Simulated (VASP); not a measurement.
# Si (P6_3/mmc) in VASP: a series of runs

Runs on Si. Level: PBE+D3(BJ). Tasks: single point.

Everything below comes from runs of VASP 6.6.1. Logs are shortened: lines on timing, memory, paths and dates and some standing lists are left out, and cuts for length are marked.

## 1. The cell of the first run

It takes space group P6_3/mmc (No. 194, hexagonal). The conventional cell has a = 2.868 Å, b = 2.868 Å, c = 4.509 Å, α = 90.00°, β = 90.00°, γ = 120.00°. Si (site symmetry -6m2) has 12 Si at 2.80 to 2.87 Å within 3.7 Å.

This isn't the form of Si at room conditions, which is diamond.

## 2. Single point, PBE+D3(BJ) (strain +0.0875 x Voigt [1, 1, 0, 0, 0, 0])

Input file INCAR:

```
ALGO = Normal
EDIFF = 1E-6
ENCUT = 520
GGA = PE
ISIF = 2
ISMEAR = 0
IVDW = 12
LASPH = T
LCHARG = F
LREAL = F
LWAVE = F
NBANDS = 11
NELM = 60
PREC = Accurate
SIGMA = 0.15
```

Input file KPOINTS:

```
k-points
0
Gamma
  24 24 14
```

Input file POSCAR:

```
Si
1.0
    2.8677346051      0.0000000000      0.0000000000
   -1.4338673025      2.4835310193      0.0000000000
    0.0000000000      0.0000000000      4.5089914857
Si
2
Direct
    0.3333333333      0.6666666667      0.2500000000
    0.6666666667      0.3333333333      0.7500000000
```

Potentials or basis: VASP PAW PBE potentials, release 64 (Si).

The run is started by

```console
cat potpaw_PBE.64/Si/POTCAR > POTCAR
mpirun -np 1 vasp_std > vasp.out
```

OUTCAR:

```text
EDIFF = 1E-6
   ENCUT = 520
   GGA = PE
   ISIF = 2
   ISMEAR = 0
   IVDW = 12
   LASPH = T
   LREAL = F
   NELM = 60
   PREC = Accurate
 IVDW          = 12

 ion  position               nearest neighbor table
   1  0.333  0.667  0.250-   2 2.80   2 2.80   2 2.80   2 2.80   2 2.80   2 2.80
   2  0.667  0.333  0.750-   1 2.80   1 2.80   1 2.80   1 2.80   1 2.80   1 2.80

  LATTYP: Found a hexagonal cell.
 ALAT       =     2.8677346051
 C/A-ratio  =     1.5723182604

  Lattice vectors:

 A1 = (   2.8677346051,   0.0000000000,   0.0000000000)
 A2 = (  -1.4338673025,   2.4835310193,   0.0000000000)
 A3 = (   0.0000000000,   0.0000000000,   4.5089914857)

Analysis of symmetry for initial positions (statically):
=====================================================================
 Subroutine PRICEL returns:
 Original cell was already a primitive cell.

 Routine SETGRP: Setting up the symmetry group for a
 hexagonal supercell.

 Subroutine GETGRP returns: Found 24 space group operations
 (whereof 12 operations were pure point group operations)
 out of a pool of 24 trial point group operations.

The static configuration has the point symmetry D_3d.
 The point group associated with its full space group is D_6h.

Analysis of symmetry for dynamics (positions and initial velocities):
=====================================================================
 Subroutine PRICEL returns:
 Original cell was already a primitive cell.

 Routine SETGRP: Setting up the symmetry group for a
 hexagonal supercell.

 Subroutine GETGRP returns: Found 24 space group operations
 (whereof 12 operations were pure point group operations)
 out of a pool of 24 trial point group operations.

The dynamic configuration has the point symmetry D_3d.
 The point group associated with its full space group is D_6h.

 Subroutine INISYM returns: Found 24 space group operations
 (whereof 12 operations are pure point group operations),
 and found     1 'primitive' translations

----------------------------------------------------------------------------------------

                                     Primitive cell

  volume of cell :      32.1135

  direct lattice vectors                    reciprocal lattice vectors
     2.867734605  0.000000000  0.000000000     0.348707303  0.201326255  0.000000000
    -1.433867302  2.483531019  0.000000000     0.000000000  0.402652511  0.000000000
     0.000000000  0.000000000  4.508991486     0.000000000  0.000000000  0.221779084

  length of vectors
     2.867734605  2.867734605  4.508991486     0.402652511  0.402652511  0.221779084

  position of ions in fractional coordinates (direct lattice)
     0.333333333  0.666666667  0.250000000
     0.666666667  0.333333333  0.750000000

  ion indices of the primitive-cell ions
   primitive index   ion index
                 1           1
                 2           2

----------------------------------------------------------------------------------------

 KPOINTS: k-points

Automatic generation of k-mesh.
 Grid dimensions read from file:
 generate k-points for:   24   24   14

 Generating k-lattice:

  Cartesian coordinates                     Fractional coordinates (reciprocal lattice)
     0.014529471  0.008388594  0.000000000     0.041666667  0.000000000  0.000000000
     0.000000000  0.016777188  0.000000000     0.000000000  0.041666667  0.000000000
     0.000000000  0.000000000  0.015841363     0.000000000  0.000000000  0.071428571

  Length of vectors
     0.016777188  0.016777188  0.015841363

  Shift w.r.t. Gamma in fractional coordinates (k-lattice)
     0.000000000  0.000000000  0.000000000

 Subroutine IBZKPT returns following result:
 ===========================================

 Found    488 irreducible k-points:

 Following reciprocal coordinates:
            Coordinates               Weight
  0.000000  0.000000  0.000000      1.000000
  0.041667  0.000000  0.000000      6.000000
  0.083333  0.000000  0.000000      6.000000
  0.125000  0.000000  0.000000      6.000000
  0.166667  0.000000  0.000000      6.000000
  0.208333  0.000000  0.000000      6.000000
[... 16 lines left out ...]
  0.416667  0.041667  0.000000     12.000000
  0.458333  0.041667  0.000000     12.000000
 [... further k-points ...]
   k-points           NKPTS =    488   k-points in BZ     NKDIM =    488   number of bands    NBANDS=     11
   number of dos      NEDOS =    301   number of ions     NIONS =      2
   total plane-waves  NPLWV =  20736
   dimension x,y,z NGX =    24 NGY =   24 NGZ =   36
   dimension x,y,z NGXF=    48 NGYF=   48 NGZF=   72
   ions per type =               2
   NGX,Y,Z   is equivalent  to a cutoff of  13.91, 13.91, 13.27 a.u.
   NGXF,Y,Z  is equivalent  to a cutoff of  27.83, 27.83, 26.55 a.u.
 SYSTEM =  unknown system
   PREC   = accura    normal or accurate (medium, high low for compatibility)
   ISTART =      0    job   : 0-new  1-cont  2-samecut
   ICHARG =      2    charge: 1-file 2-atom 10-const
   ISPIN  =      1    spin polarized calculation?
   LNONCOLLINEAR =      F non collinear calculations
   LSORBIT =      F    spin-orbit coupling
   LASPH  =      T    aspherical Exc in radial PAW
   ENCUT  =  520.0 eV  38.22 Ry    6.18 a.u.   5.33  5.33  8.38*2*pi/ulx,y,z
   NELM   =     60;   NELMIN=  2; NELMDL= -5     # of ELM steps
   EDIFF  = 0.1E-05   stopping-criterion for ELM
   LREAL  =      F    real-space projection
[... 7 lines left out ...]
   TEBEG  =    0.0;   TEEND  =   0.0 temperature during run
   PSTRESS=    0.0 pullay stress
   NELECT =       8.0000    total number of electrons
   NUPDOWN=      -1.0000    fix difference up-down
   EMIN   =  10.00;   EMAX   =-10.00  energy-range for DOS
   EFERMI =   0.00;   METHOD = LEGACY
   ISMEAR =     0;   SIGMA  =   0.15  broadening in eV -4-tet -1-fermi 0-gaus
   EFERMI_NEDOS =   21; number of points for ismear=-14 and -15
   IALGO  =     38    algorithm
   IMIX   =      4    mixing-type and parameters
     AMIX     =   0.40;   BMIX     =  1.00
     AMIX_MAG =   1.60;   BMIX_MAG =  1.00
  volume/ion in A,a.u.               =      16.06       108.36
  Fermi-wavevector in a.u.,A,eV,Ry     =   1.030091  1.946589 14.436966  1.061087
  Thomas-Fermi vector in A             =   2.164171
   LORBIT       =      0    0 simple, 1 ext, 2 COOP (PROOUT), +10 PAW based schemes
   GGA     = PE    functional components
   LHFCALC =     F    Hartree Fock is set to
   AEXX    =    0.0000 exact exchange contribution
   IVDW    =    12    specifies the selected vdW correction
   LEPSILON=     F    determine dielectric tensor
   LRPA    =     F    only Hartree local field effects (RPA)
 non-spin polarized calculation
 Gauss-broadening in eV      SIGMA  =   0.15
  energy-cutoff  :      520.00
  volume of cell :       32.11
 maximum number of plane-waves:       884
 NGX is ok and might be reduce to    24
   NGX = 11   NGY = 11   NGZ = 17

 number of electron       8.0000000 magnetization

 Free energy of the ion-electron system (eV)
  ---------------------------------------------------
  ext. energy  EPLUGINS =         0.00000000
  ---------------------------------------------------
  free energy    TOTEN  =        -9.73508366 eV

  energy without entropy =       -9.72511938  energy(sigma->0) =       -9.73010152

 E-fermi :   8.8049     XC(G=0): -10.7784

 val. band max:        8.7973515163   @ k =   0.3333   0.1250   0.1429
 cond. band min:       8.8078972602   @ k =   0.2917   0.0417   0.2857
 fundamental gap:      0.0105457439
 Fermi energy:         8.8048853816

 k-point     1 :       0.0000    0.0000    0.0000
  band No.  band energies     occupation
      1      -4.6817      2.00000
      2       2.0130      2.00000
      3       2.7046      2.00000
      4      15.5837      0.00000
      5      15.5837      0.00000
      6      17.3055      0.00000
      7      17.3055      0.00000
      8      19.6217      0.00000
      9      19.8142      0.00000
     10      20.4119      0.00000
     11      21.3688      0.00000

 k-point     2 :       0.0417    0.0000    0.0000
  band No.  band energies     occupation
      1      -4.6410      2.00000
      2       2.0532      2.00000
      3       2.7430      2.00000
      4      14.9913      0.00000
      5      15.2993      0.00000
      6      17.2183      0.00000
      7      17.5862      0.00000
      8      19.5007      0.00000
      9      20.0985      0.00000
     10      20.5637      0.00000
     11      21.0887      0.00000

 k-point     3 :       0.0833    0.0000    0.0000
  band No.  band energies     occupation
      1      -4.5190      2.00000
      2       2.1736      2.00000
      3       2.8580      2.00000
      4      13.7651      0.00000
      5      14.7370      0.00000
      6      16.8336      0.00000
      7      18.0693      0.00000
      8      19.0963      0.00000
      9      19.6083      0.00000
     10      20.9003      0.00000
     11      20.9616      0.00000

 k-point     4 :       0.1250    0.0000    0.0000
  band No.  band energies     occupation
      1      -4.3158      2.00000
      2       2.3740      2.00000
      3       3.0495      2.00000
      4      12.3651      0.00000
      5      14.1379      0.00000
      6      16.2772      0.00000
      7      18.3182      0.00000
      8      18.3567      0.00000
      9      18.4540      0.00000
     10      21.0458      0.00000
     11      21.6973      0.00000
[... 239 lines left out ...]
 k-point    22 :       0.3750    0.0417    0.0000
  band No.  band energies     occupation
      1      -1.0318      2.00000
      2       3.7978      2.00000
      3       5.6432      2.00000
      4       6.1110      2.00000
      5      10.1625      0.00000
      6      10.9821      0.00000
      7      10.9878      0.00000
      8      14.6111      0.00000
      9      16.3704      0.00000
     10      18.5795      0.00000
     11      21.0458      0.00000

 k-point    23 :       0.4167    0.0417    0.0000
  band No.  band energies     occupation
      1      -0.2614      2.00000
      2       2.7416      2.00000
      3       6.4071      2.00000
      4       6.7859      2.00000
      5       9.1371      0.00174
      6      10.0331      0.00000
      7      10.8235      0.00000
      8      14.4534      0.00000
      9      16.2436      0.00000
     10      18.4254      0.00000
     11      20.9300      0.00000

 k-point    24 :       0.4583    0.0417    0.0000
  band No.  band energies     occupation
      1       0.4953      2.00000
      2       1.8390      2.00000
      3       7.2465      2.00000
      4       7.3532      2.00000
      5       8.1654      2.00000
      6       9.3250      0.00000
      7      10.7473      0.00000
      8      14.3749      0.00000
      9      16.1798      0.00000
     10      18.3482      0.00000
     11      20.8709      0.00000

 [... further k-points ...]

------------------------ aborting loop because EDIFF is reached ----------------------------------------

 Edisp (eV)   -0.76983

 E8    (eV) :    -0.3143

  FORCE on cell =-STRESS in cart. coord.  units (eV):
  Direction    XX          YY          ZZ          XY          YZ          ZX
  --------------------------------------------------------------------------------------
  -------------------------------------------------------------------------------------
  Total      -2.45404    -2.45404    -1.98150    -0.00000     0.00000     0.00000
  in kB    -122.43462  -122.43462   -98.85899    -0.00000     0.00000     0.00000
  external pressure =     -114.58 kB  Pullay stress =        0.00 kB

 VOLUME and BASIS-vectors are now :
 -----------------------------------------------------------------------------
  energy-cutoff  :      520.00
  volume of cell :       32.11
      direct lattice vectors                 reciprocal lattice vectors
     2.867734605  0.000000000  0.000000000     0.348707303  0.201326255  0.000000000
    -1.433867302  2.483531019  0.000000000     0.000000000  0.402652511  0.000000000
     0.000000000  0.000000000  4.508991486     0.000000000  0.000000000  0.221779084

 POSITION                                       TOTAL-FORCE (eV/Angst)
 -----------------------------------------------------------------------------------
     -0.00000      1.65569      1.12725         0.000000      0.000000      0.000000
      1.43387      0.82784      3.38174        -0.000000     -0.000000      0.000000
 -----------------------------------------------------------------------------------
    total drift:                               -0.000000      0.000000      0.000000

  FREE ENERGIE OF THE ION-ELECTRON SYSTEM (eV)
  ---------------------------------------------------
  free  energy   TOTEN  =       -10.5049104786 eV

  energy  without entropy=      -10.4949461922  energy(sigma->0) =      -10.49992834
```

Wall time 37 s (1 thread of Intel Xeon 6975P-C (Granite Rapids), shared host); peak memory 0.26 GiB.

What came out:

```
Free energy                : -10.5049 eV
Pressure                   : -11.5 GPa
Band gap on the k mesh     : zero (bands 4 and 5 overlap by 10.56 eV)
Dispersion energy per atom : -0.385 eV
```

Stress tensor (GPa, compression positive):
```
-12.24   0.00   0.00
  0.00 -12.24   0.00
  0.00   0.00  -9.89
```

Levels at points of the mesh, in eV from the Fermi level:
```csv
k point,band 1,band 2,band 3,band 4,band 5,band 6,band 7,band 8
"(0.00, 0.00, 0.00)",-13.49,-6.79,-6.10,6.78,6.78,8.50,8.50,10.82
"(0.50, 0.00, 0.00)",-8.15,-7.20,-1.38,-1.19,-1.08,0.38,2.52,4.93
"(0.00, 0.00, 0.50)",-11.71,-11.71,1.95,1.95,8.07,8.07,8.07,8.07
"(0.50, 0.00, 0.50)",-6.43,-6.43,-5.45,-5.45,4.08,4.08,5.51,5.51
```

Caveat: the cell differs from its parent crystal (strain +0.0875 x Voigt [1, 1, 0, 0, 0, 0]); the cell stands under tension.

## 3. Single point, PBE+D3(BJ) (strain +0.1000 x Voigt [1, 1, 0, 0, 0, 0])

Input file INCAR:

```
SYSTEM = Si
ALGO = Normal
EDIFF = 1E-6
ENCUT = 520
GGA = PE
ISIF = 2
ISMEAR = 0
IVDW = 12
LASPH = .TRUE.
LCHARG = .TRUE.
LELF = .TRUE.
LREAL = .FALSE.
LVHAR = .TRUE.
LWAVE = .FALSE.
NBANDS = 11
NELM = 60
PREC = Accurate
SIGMA = 0.15
```

Input file KPOINTS:

```
k-points
0
G
  24 24 14
  0 0 0
```

Input file POSCAR:

```
Si
1.0
    2.9006970718      0.0000000000      0.0000000000
   -1.4503485359      2.5120773529      0.0000000000
    0.0000000000      0.0000000000      4.5089914857
Si
2
Direct
    0.3333333333      0.6666666667      0.2500000000
    0.6666666667      0.3333333333      0.7500000000
```

Potentials or basis: VASP PAW PBE potentials, release 64 (Si).

The run is started by

```console
cat potpaw_PBE.64/Si/POTCAR > POTCAR
mpirun -np 1 vasp_std > vasp.out
```

OUTCAR:

```text
SYSTEM = Si
   EDIFF = 1E-6
   ENCUT = 520
   GGA = PE
   ISIF = 2
   ISMEAR = 0
   IVDW = 12
   LASPH = .TRUE.
   LREAL = .FALSE.
   NELM = 60
   PREC = Accurate
 IVDW          = 12

 ion  position               nearest neighbor table
   1  0.333  0.667  0.250-   2 2.81   2 2.81   2 2.81   2 2.81   2 2.81   2 2.81
   2  0.667  0.333  0.750-   1 2.81   1 2.81   1 2.81   1 2.81   1 2.81   1 2.81

  LATTYP: Found a hexagonal cell.
 ALAT       =     2.9006970718
 C/A-ratio  =     1.5544510075

  Lattice vectors:

 A1 = (   2.9006970718,   0.0000000000,   0.0000000000)
 A2 = (  -1.4503485359,   2.5120773529,   0.0000000000)
 A3 = (   0.0000000000,   0.0000000000,   4.5089914857)

Analysis of symmetry for initial positions (statically):
=====================================================================
 Subroutine PRICEL returns:
 Original cell was already a primitive cell.

 Routine SETGRP: Setting up the symmetry group for a
 hexagonal supercell.

 Subroutine GETGRP returns: Found 24 space group operations
 (whereof 12 operations were pure point group operations)
 out of a pool of 24 trial point group operations.

The static configuration has the point symmetry D_3d.
[... 175 lines left out ...]
      3       2.6107      2.00000
      4      14.9842      0.00000
      5      14.9842      0.00000
      6      16.7534      0.00000
      7      16.7534      0.00000
      8      19.1716      0.00000
      9      19.2463      0.00000
     10      20.1312      0.00000
     11      20.8732      0.00000
[... 309 lines left out ...]
 k-point    24 :       0.4583    0.0417    0.0000
  band No.  band energies     occupation
      1       0.2642      2.00000
      2       1.6302      2.00000
      3       7.0420      2.00000
      4       7.1232      2.00000
      5       7.9539      2.00000
      6       9.1039      0.00000
      7      10.3280      0.00000
      8      13.9390      0.00000
      9      15.7460      0.00000
     10      17.9442      0.00000
     11      20.4758      0.00000

 [... further k-points ...]

------------------------ aborting loop because EDIFF is reached ----------------------------------------

 Edisp (eV)   -0.75211

 E8    (eV) :    -0.3071

  FORCE on cell =-STRESS in cart. coord.  units (eV):
  Direction    XX          YY          ZZ          XY          YZ          ZX
  --------------------------------------------------------------------------------------
  -------------------------------------------------------------------------------------
  Total      -2.65562    -2.65562    -2.27770     0.00000     0.00000    -0.00000
  in kB    -129.49784  -129.49784  -111.06895     0.00000     0.00000    -0.00000
  external pressure =     -123.35 kB  Pullay stress =        0.00 kB

 VOLUME and BASIS-vectors are now :
 -----------------------------------------------------------------------------
  energy-cutoff  :      520.00
  volume of cell :       32.86
      direct lattice vectors                 reciprocal lattice vectors
     2.900697072  0.000000000  0.000000000     0.344744720  0.199038457  0.000000000
    -1.450348536  2.512077353  0.000000000     0.000000000  0.398076914  0.000000000
     0.000000000  0.000000000  4.508991486     0.000000000  0.000000000  0.221779084

 POSITION                                       TOTAL-FORCE (eV/Angst)
 -----------------------------------------------------------------------------------
     -0.00000      1.67472      1.12725        -0.000000      0.000000      0.000000
      1.45035      0.83736      3.38174         0.000000     -0.000000      0.000000
 -----------------------------------------------------------------------------------
    total drift:                               -0.000000      0.000000      0.000000

  FREE ENERGIE OF THE ION-ELECTRON SYSTEM (eV)
  ---------------------------------------------------
  free  energy   TOTEN  =       -10.4464637690 eV

  energy  without entropy=      -10.4356101401  energy(sigma->0) =      -10.44103695
```

stdout:

```text
POSCAR found type information on POSCAR Si
 POSCAR found :  1 types and       2 ions
 scaLAPACK will be used
 LDA part: xc-table for (Slater+PW92), standard interpolation
 POSCAR, INCAR and KPOINTS ok, starting setup
 FFT: planning ... GRIDC
 FFT: planning ... GRID_SOFT
 FFT: planning ... GRID
 WAVECAR not read
 entering main loop
```

Run time: 40 s. Hardware: 1 thread of Intel Xeon 6975P-C (Granite Rapids), shared host; peak memory 0.27 GiB.

What came out:

- Free energy: -10.4465 eV
- Pressure: -12.3 GPa
- Band gap on the k mesh: zero (bands 4 and 5 overlap by 10.14 eV)
- Dispersion energy per atom: -0.376 eV

Stress tensor (GPa, compression positive):
```
-12.95   0.00   0.00
  0.00 -12.95   0.00
  0.00   0.00 -11.11
```

Caveat: the cell differs from its parent crystal (strain +0.1000 x Voigt [1, 1, 0, 0, 0, 0]); the cell stands under tension.

(Part 1 of 2 ends here.)

The gap in the log of VASP goes by the Fermi energy; the results here count the filled bands.